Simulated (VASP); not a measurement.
# LiBe16 (a cell with a defect) in VASP: single point with PBE

Aim: the single point of LiBe16 (a cell with a defect) with PBE.

Program: VASP 6.6.1. These are calculated values, not measurements. Logs are shortened: lines on timing, memory, paths and dates and some standing lists are left out, and cuts for length are marked.

### 1 The cell of the first run

The cell holds a defect, 17 atoms: a = 4.580 Å, b = 3.966 Å, c = 7.177 Å, α = 90.00°, β = 90.00°, γ = 90.00°.

### 2 Single point, PBE

Contents of INCAR:

```
SYSTEM = LiBe16
  ALGO = Normal
  EDIFF = 1E-6
  ENCUT = 520
  GGA = PE
  ISIF = 2
  ISMEAR = 0
  LASPH = .True.
  LCHARG = .False.
  LREAL = Auto
  LWAVE = .False.
  NBANDS = 32
  NELM = 100
  PREC = Accurate
  SIGMA = 0.1
```

Contents of KPOINTS:

```
k-points
0
Gamma
  4 4 3
  0 0 0
```

Contents of POSCAR:

```
LiBe16
1.0
   -2.2900000000     -3.9663960000      0.0000000000
    3.4350000000     -1.9831980000      0.0000000000
    0.0000000000      0.0000000000      7.1768600000
Be Li
16 1
Direct
    0.7907275414      0.4830518398      0.0191466742
    0.5026463639      0.3591197011      0.2489958004
    0.7573537056      0.5061810730      0.4959296963
    0.5313259343      0.3257203463      0.7304810182
    0.5728222931      0.0674183555     -0.0125882350
    0.2535891889      0.8748192846      0.2249047634
    0.5034568573      0.0110638146      0.4783796814
    0.2427270627      0.9263519574      0.7139377109
    0.2001514928      0.2750113300      0.0312909824
    0.0036972476      0.3701134489      0.2732040196
    0.2585313159      0.5070590141      0.5084502136
    0.0079498476      0.3980917470      0.7672018125
   -0.0163628272     -0.1026037480     -0.0402602252
    0.7541401040      0.8468290650      0.2361980030
   -0.0000207060     -0.0012953178      0.4788205427
    0.7367431179      0.8356674644      0.7216419158
    0.3896253679      0.6548335058      0.9400098372
```

Potentials or basis: VASP PAW PBE potentials, release 64 (Be, Li_sv).

On the command line:

```sh
cat potpaw_PBE.64/Be/POTCAR potpaw_PBE.64/Li_sv/POTCAR > POTCAR
mpirun -np 1 vasp_std > vasp.out
```

OUTCAR:

```text
SYSTEM = LiBe16
   EDIFF = 1E-6
   ENCUT = 520
   GGA = PE
   ISIF = 2
   ISMEAR = 0
   LASPH = .True.
   LREAL = Auto
   NELM = 100
   PREC = Accurate

 ion  position               nearest neighbor table
   1  0.791  0.483  0.019-  13 1.91   5 1.94  17 2.04   9 2.05  12 2.09  10 2.12  14 2.13   2 2.17

   2  0.503  0.359  0.249-   9 2.11   7 2.15   1 2.17   3 2.20   5 2.23   6 2.24  11 2.25  14 2.25
                            10 2.29  10 2.30  14 2.34   6 2.35
   3  0.757  0.506  0.496-  10 2.03  16 2.08   4 2.10   2 2.20  15 2.25   7 2.29  11 2.29  11 2.30
                            12 2.30  14 2.30  15 2.30   7 2.32
   4  0.531  0.326  0.730-   8 2.07  17 2.09   3 2.10   5 2.12  11 2.15  16 2.16   7 2.20  12 2.22
                            16 2.23
   5  0.573  0.067  0.987-  17 1.87   9 1.92   1 1.94  13 2.01   4 2.12  14 2.15   2 2.23  16 2.25
                             6 2.37
   6  0.254  0.875  0.225-   9 2.12   7 2.22  15 2.22   2 2.24  13 2.27  14 2.29  14 2.30  10 2.30
                            17 2.31  10 2.33   2 2.35   5 2.37
   7  0.503  0.011  0.478-   8 2.10   2 2.15  16 2.16  14 2.18   4 2.20   6 2.22  15 2.27  11 2.27
                             3 2.29  11 2.30  15 2.31   3 2.32
   8  0.243  0.926  0.714-  15 2.04  17 2.06   4 2.07   7 2.10  13 2.13  12 2.19  11 2.22  16 2.29
                            16 2.35  12 2.39
   9  0.200  0.275  0.031-  17 1.86  13 1.87   5 1.92  10 1.99   1 2.05   2 2.11   6 2.12  12 2.15
[... 9 lines left out ...]
  14  0.754  0.847  0.236-   1 2.13   5 2.15  15 2.16   7 2.18  10 2.23   2 2.25  13 2.25   6 2.29
                             6 2.30   3 2.30   2 2.34  10 2.38
  15  1.000  0.999  0.479-   8 2.04  10 2.09  14 2.16  16 2.22   6 2.22   3 2.25   7 2.27  11 2.29
                             3 2.30   7 2.31  11 2.35
  16  0.737  0.836  0.722-  13 2.06   3 2.08  12 2.16   4 2.16   7 2.16  15 2.22   4 2.23   5 2.25
                             8 2.29  17 2.34   8 2.35
  17  0.390  0.655  0.940-   9 1.86   5 1.87   1 2.04   8 2.06   4 2.09  13 2.10   6 2.31  16 2.34
                            12 2.37

  LATTYP: Found a simple orthorhombic cell.
 ALAT       =     3.9663962620
 B/A-ratio  =     1.1547004875
 C/A-ratio  =     1.8094157835

  Lattice vectors:

 A1 = (  -3.4350000000,   1.9831980000,   0.0000000000)
 A2 = (  -2.2900000000,  -3.9663960000,   0.0000000000)
 A3 = (   0.0000000000,   0.0000000000,   7.1768600000)

Analysis of symmetry for initial positions (statically):
=====================================================================
 Subroutine PRICEL returns:
 Original cell was already a primitive cell.

 Routine SETGRP: Setting up the symmetry group for a
 simple orthorhombic supercell.

 Subroutine GETGRP returns: Found  1 space group operations
 (whereof  1 operations were pure point group operations)
 out of a pool of  8 trial point group operations.

The static configuration has the point symmetry C_1 .

Analysis of symmetry for dynamics (positions and initial velocities):
=====================================================================
 Subroutine PRICEL returns:
 Original cell was already a primitive cell.

 Routine SETGRP: Setting up the symmetry group for a
 simple orthorhombic supercell.

 Subroutine GETGRP returns: Found  1 space group operations
 (whereof  1 operations were pure point group operations)
 out of a pool of  8 trial point group operations.

The dynamic configuration has the point symmetry C_1 .

 Subroutine INISYM returns: Found  1 space group operations
 (whereof  1 operations are pure point group operations),
 and found     1 'primitive' translations

----------------------------------------------------------------------------------------

                                     Primitive cell

  volume of cell :     130.3755

  direct lattice vectors                    reciprocal lattice vectors
    -2.290000000 -3.966396000  0.000000000    -0.109170306 -0.189088533  0.000000000
     3.435000000 -1.983198000  0.000000000     0.218340611 -0.126059022  0.000000000
     0.000000000  0.000000000  7.176860000     0.000000000  0.000000000  0.139336702

  length of vectors
     4.579999697  3.966396262  7.176860000     0.218340626  0.252118027  0.139336702

  position of ions in fractional coordinates (direct lattice)
     0.790727541  0.483051840  0.019146674
     0.502646364  0.359119701  0.248995800
     0.757353706  0.506181073  0.495929696
     0.531325934  0.325720346  0.730481018
     0.572822293  0.067418356  0.987411765
     0.253589189  0.874819285  0.224904763
[... 9 lines left out ...]
     0.736743118  0.835667464  0.721641916
     0.389625368  0.654833506  0.940009837

  ion indices of the primitive-cell ions
   primitive index   ion index
                 1           1
                 2           2
                 3           3
                 4           4
                 5           5
                 6           6
[... 9 lines left out ...]
                16          16
                17          17

----------------------------------------------------------------------------------------

 KPOINTS: k-points

Automatic generation of k-mesh.
 Grid dimensions read from file:
 generate k-points for:    4    4    3

 Generating k-lattice:

  Cartesian coordinates                     Fractional coordinates (reciprocal lattice)
    -0.027292576 -0.047272133  0.000000000     0.250000000  0.000000000  0.000000000
     0.054585153 -0.031514755  0.000000000     0.000000000  0.250000000  0.000000000
     0.000000000  0.000000000  0.046445567     0.000000000  0.000000000  0.333333333

  Length of vectors
     0.054585156  0.063029507  0.046445567

  Shift w.r.t. Gamma in fractional coordinates (k-lattice)
     0.000000000  0.000000000  0.000000000

 Subroutine IBZKPT returns following result:
 ===========================================

 Found     26 irreducible k-points:

 Following reciprocal coordinates:
            Coordinates               Weight
  0.000000  0.000000  0.000000      1.000000
  0.250000  0.000000  0.000000      2.000000
  0.500000  0.000000  0.000000      1.000000
  0.000000  0.250000  0.000000      2.000000
  0.250000  0.250000  0.000000      2.000000
 -0.250000  0.250000  0.000000      2.000000
[... 16 lines left out ...]
  0.000000  0.500000  0.333333      2.000000
  0.250000  0.500000  0.333333      2.000000
 [... further k-points ...]
   k-points           NKPTS =     26   k-points in BZ     NKDIM =     26   number of bands    NBANDS=     32
   number of dos      NEDOS =    301   number of ions     NIONS =     17
   total plane-waves  NPLWV =  58320
   dimension x,y,z NGX =    36 NGY =   30 NGZ =   54
   dimension x,y,z NGXF=    72 NGYF=   60 NGZF=  108
   ions per type =              16   1
   NGX,Y,Z   is equivalent  to a cutoff of  13.07, 12.57, 12.51 a.u.
   NGXF,Y,Z  is equivalent  to a cutoff of  26.13, 25.15, 25.02 a.u.
 SYSTEM =  LiBe16
   PREC   = accura    normal or accurate (medium, high low for compatibility)
   ISTART =      0    job   : 0-new  1-cont  2-samecut
   ICHARG =      2    charge: 1-file 2-atom 10-const
   ISPIN  =      1    spin polarized calculation?
   LNONCOLLINEAR =      F non collinear calculations
   LSORBIT =      F    spin-orbit coupling
   LASPH  =      T    aspherical Exc in radial PAW
   ENCUT  =  520.0 eV  38.22 Ry    6.18 a.u.   8.52  7.37 13.34*2*pi/ulx,y,z
   NELM   =    100;   NELMIN=  2; NELMDL= -5     # of ELM steps
   EDIFF  = 0.1E-05   stopping-criterion for ELM
   LREAL  =      T    real-space projection
   EDIFFG = 0.1E-04   stopping-criterion for IOM
   NSW    =      0    number of steps for IOM
   IBRION =     -1    ionic relax: 0-MD 1-quasi-New 2-CG
   NFREE  =      0    steps in history (QN), initial steepest desc. (CG)
   ISIF   =      2    stress and relaxation
   ISYM   =      2    0-nonsym 1-usesym 2-fastsym
   POTIM  = 0.5000    time-step for ionic-motion
   TEBEG  =    0.0;   TEEND  =   0.0 temperature during run
   PSTRESS=    0.0 pullay stress
   NELECT =      35.0000    total number of electrons
   NUPDOWN=      -1.0000    fix difference up-down
   EMIN   =  10.00;   EMAX   =-10.00  energy-range for DOS
   EFERMI =   0.00;   METHOD = LEGACY
   ISMEAR =     0;   SIGMA  =   0.10  broadening in eV -4-tet -1-fermi 0-gaus
   EFERMI_NEDOS =   21; number of points for ismear=-14 and -15
   IALGO  =     38    algorithm
   IMIX   =      4    mixing-type and parameters
     AMIX     =   0.40;   BMIX     =  1.00
     AMIX_MAG =   1.60;   BMIX_MAG =  1.00
  volume/ion in A,a.u.               =       7.67        51.75
  Fermi-wavevector in a.u.,A,eV,Ry     =   1.056085  1.995711 15.174786  1.115315
  Thomas-Fermi vector in A             =   2.191307
   LORBIT       =      0    0 simple, 1 ext, 2 COOP (PROOUT), +10 PAW based schemes
   GGA     = PE    functional components
   LHFCALC =     F    Hartree Fock is set to
   AEXX    =    0.0000 exact exchange contribution
   IVDW    =     0    specifies the selected vdW correction
   LEPSILON=     F    determine dielectric tensor
   LRPA    =     F    only Hartree local field effects (RPA)
 non-spin polarized calculation
 Gauss-broadening in eV      SIGMA  =   0.10
  energy-cutoff  :      520.00
  volume of cell :      130.38
 maximum number of plane-waves:      3529
 NGX is ok and might be reduce to    36
   NGX = 17   NGY = 15   NGZ = 27

 number of electron      35.0000007 magnetization

 Free energy of the ion-electron system (eV)
  ---------------------------------------------------
  ext. energy  EPLUGINS =         0.00000000
  ---------------------------------------------------
  free energy    TOTEN  =       -57.25919993 eV

  energy without entropy =      -57.25072095  energy(sigma->0) =      -57.25496044

 E-fermi :   7.1942     XC(G=0): -10.6542

 val. band max:        7.1844390500   @ k =   0.2500   0.0000   0.0000
 cond. band min:       7.1973427646   @ k =   0.5000   0.5000   0.0000
 fundamental gap:      0.0129037146
 Fermi energy:         7.1941689010

 k-point     1 :       0.0000    0.0000    0.0000
  band No.  band energies     occupation
      1     -38.9833      2.00000
      2      -4.0626      2.00000
      3      -2.1177      2.00000
      4      -1.8636      2.00000
      5       1.0030      2.00000
      6       1.1239      2.00000
[... 757 lines left out ...]
     28      13.2304      0.00000
     29      13.6340      0.00000

 [... further k-points ...]

 [bands above 29 left out]

------------------------ aborting loop because EDIFF is reached ----------------------------------------

  FORCE on cell =-STRESS in cart. coord.  units (eV):
  Direction    XX          YY          ZZ          XY          YZ          ZX
  --------------------------------------------------------------------------------------
  -------------------------------------------------------------------------------------
  Total        9.1820143     10.5258125     10.9965980     -3.0053146     -0.0855501     -0.1504601
  in kB      112.8372584    129.3511182    135.1365753    -36.9321420     -1.0513199     -1.8489959
  external PRESSURE =     125.7749840 kB  Pullay stress =       0.0000000 kB

 VOLUME and BASIS-vectors are now :
 -----------------------------------------------------------------------------
  energy-cutoff  :      520.00
  volume of cell :      130.38
      direct lattice vectors                 reciprocal lattice vectors
    -2.290000000 -3.966396000  0.000000000    -0.109170306 -0.189088533  0.000000000
     3.435000000 -1.983198000  0.000000000     0.218340611 -0.126059022  0.000000000
     0.000000000  0.000000000  7.176860000     0.000000000  0.000000000  0.139336702

 POSITION                                       TOTAL-FORCE (eV/Angst)
 -----------------------------------------------------------------------------------
     -0.15148     -4.09433      0.13741        -0.089900     -0.092820     -0.034644
      0.08252     -2.70590      1.78701         0.036618     -0.022196     -0.072364
      0.00439     -4.00782      3.55922         0.053157     -0.026015     -0.040864
     -0.09789     -2.75342      5.24256         0.166445      0.025141     -0.068326
     -1.08018     -2.40574      7.08652         0.040736     -0.088942     -0.095264
      2.42429     -2.74078      1.61411         0.033875      0.002352      0.066157
[... 9 lines left out ...]
      1.18338     -4.57951      5.17912         0.037143      0.072794      0.022959
      1.35711     -2.84407      6.74632        -0.037330      0.017144      0.403876
 -----------------------------------------------------------------------------------
    total drift:                                0.001330      0.001435     -0.004604

  FREE ENERGIE OF THE ION-ELECTRON SYSTEM (eV)
  ---------------------------------------------------
  free  energy   TOTEN  =       -57.2591999303 eV

  energy  without entropy=      -57.2507209451  energy(sigma->0) =      -57.25496044
```

Wall time 2.4 min (1 thread of Intel Xeon Platinum 8375C at 2.90GHz (Ice Lake), shared host); peak memory 0.26 GiB.

What came out:

| Quantity | Value |
| --- | --- |
| Free energy | -57.2592 eV |
| Largest force | 0.406 eV/Å |
| Band gap on the k mesh | zero (an odd number of electrons rules out a gap without spin polarisation) |

Forces in eV/Å, atoms in the order of the input:
```
Be  -0.090 -0.093 -0.035
Be   0.037 -0.022 -0.072
Be   0.053 -0.026 -0.041
Be   0.166  0.025 -0.068
Be   0.041 -0.089 -0.095
Be   0.034  0.002  0.066
Be   0.070 -0.042 -0.021
Be  -0.272  0.029  0.049
Be  -0.149  0.144 -0.023
Be   0.005  0.002 -0.028
Be   0.099 -0.056 -0.127
Be  -0.103  0.013 -0.079
Be  -0.011  0.063 -0.022
Be   0.020  0.005 -0.022
Be   0.100 -0.045  0.092
Be   0.037  0.073  0.023
Li  -0.037  0.017  0.404
```

Caveat: the k points lie up to 0.40 Å⁻¹ apart, too coarse for converged energies and pressures of a metal; the cutoff is under 1.25 times the usual one of these potentials, so pressure, stress and relaxed cells hold a basis-set (Pulay) error.
